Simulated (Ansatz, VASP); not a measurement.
# One calculation of Al6Pt, two programs

```xyz
7
Lattice="5.8128 0.0000 0.0000 -2.9064 5.0340 0.0000 0.0000 0.0000 4.1601" Properties=species:S:1:pos:R:3 pbc="T T T"
Al    1.9561    0.0000    0.0000
Al   -0.9780    1.6940    0.0000
Al    1.9284    3.3400    0.0000
Al    3.8568    0.0000    0.0000
Al   -1.9284    3.3400    0.0000
Al    0.9780    1.6940    0.0000
Pt    0.0000    0.0000    2.0800
```

Alike in both runs: task relaxation of cell and atoms; functional PBE; k mesh 3 × 3 × 4; occupations gaussian, width 0.1 eV; no spin polarisation.

|  | VASP | Ansatz |
| --- | --- | --- |
| version | VASP 6.6.1 | Ansatz 0.2.0 |
| potentials or method | VASP PAW PBE potentials, release 64 (Al, Pt), cutoff 500 eV | scalar-relativistic, plane waves, PAW |
| valence electrons in the cell | 28 | 36 |

|  | VASP | Ansatz | Ansatz less VASP |
| --- | --- | --- | --- |
| gap on the k mesh at the Fermi level, each at its own relaxed structure (eV) | none | none | - |
| relaxed volume (Å³/atom) | 20.84 | 20.86 | +0.018 |
| relaxed cell length with the largest relative difference (Å) | 2.754 | 2.755 | +0.0009 |

A gap of «none» marks a metal or a gap that the smearing closes. VASP's potentials hold 28 valence electrons a cell and Ansatz's 36, so a difference there can come from the potentials and not from the codes.

The k mesh is coarse, so the values compare programs but aren't converged. Spin-orbit coupling is off throughout. Noted on VASP's run: the volume moved by over 15 % at a fixed basis, so the end points are rough.
